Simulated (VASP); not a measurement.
Crystal: HfC.

```
Hf C
1.0
     0.00000    2.27754    2.27754
     2.27754    0.00000    2.27754
     2.27754    2.27754    0.00000
Hf C
1 1
Direct
  0.50000 0.50000 0.50000
  0.00000 0.00000 0.00000
```

Base run:

| Quantity | Value |
| --- | --- |
| Program | VASP 6.6.1 |
| Functional | PBE |
| Potentials or basis | VASP PAW PBE potentials, release 64 (Hf_pv, C) |
| Cutoff | 520 eV |
| k mesh | 10 × 10 × 10 |
| Occupations | fermi-dirac, width 0.05 eV |
| Spin | no spin polarisation |

Its results: band gap on the k mesh zero (band 7 reaches 7.47 eV, above the bottom of band 8 at 6.04 eV); pressure 16.2 GPa.

Problem. The run is repeated on the same cell with these changes: functional from PBE to r2SCAN; further incar settings from ALGO = Normal; EDIFF = 1e-07; NBANDS = 14 to ALGO = Normal; EDIFF = 1e-06; NBANDS = 14. What comes out?

Solution. Band gap on the k mesh zero (band 7 reaches 7.42 eV, above the bottom of band 8 at 5.93 eV); pressure 14.5 GPa.

Caveats: spin-orbit coupling is left out, which moves the levels of the heavy elements; the PAW data sets were made with another functional, which shifts forces and pressure a little (some runs).
